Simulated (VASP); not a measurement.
Set up this calculation in VASP 6.6.1, as the native input.

- Task: single point
- Functional: PBEsol
- Potentials or basis: VASP PAW PBE potentials, release 64 (Sc_sv)
- Cutoff: 520 eV
- k mesh: 7 × 7 × 7
- Occupations: gaussian, width 0.05 eV
- Spin: no spin polarisation
- Dipole correction: no
- Further INCAR settings: ALGO = Normal; EDIFF = 1e-06; NBANDS = 12

The structure of Sc lies in POSCAR:

```
Sc
1.0
    1.8117430006      1.8117430006      1.8117430006
   -1.8117430006      1.8117430006      1.8117430006
   -1.8117430006     -1.8117430006      1.8117430006
Sc
1
Direct
    0.0000000000      0.0000000000      0.0000000000
```

One way to write it, as run:

INCAR

```
SYSTEM = Sc
ALGO     = Normal         ! electronic algorithm
EDIFF    = 1E-6           ! SCF threshold, eV
ENCUT    = 520            ! plane-wave cutoff, eV
GGA      = PS             ! functional
ISIF     = 2              ! what is computed and relaxed
ISMEAR   = 0              ! smearing method
LASPH    = .True.         ! aspherical terms in the spheres
LCHARG   = .False.        ! write CHGCAR
LREAL    = .False.        ! projectors in reciprocal space
LWAVE    = .False.        ! write WAVECAR
NBANDS   = 12             ! bands
NELM     = 80             ! most SCF steps
PREC     = Accurate       ! precision mode
SIGMA    = 0.05           ! smearing width, eV
```

KPOINTS

```
k-points
0
Gamma
  7 7 7
  0 0 0
```

Potentials or basis: VASP PAW PBE potentials, release 64 (Sc_sv).

The run is started by

```console
$ cat potpaw_PBE.64/Sc_sv/POTCAR > POTCAR
$ mpirun -np 1 vasp_std > vasp.out
```

It gave:

The pressure is 0.0 GPa.

Caveat: the PAW data sets were made with another functional, which shifts forces and pressure a little.

It took 8.9 s on 1 thread of AMD EPYC 7R43 64-Core Processor (Zen 3) (shared host), peak memory 0.09 GiB.
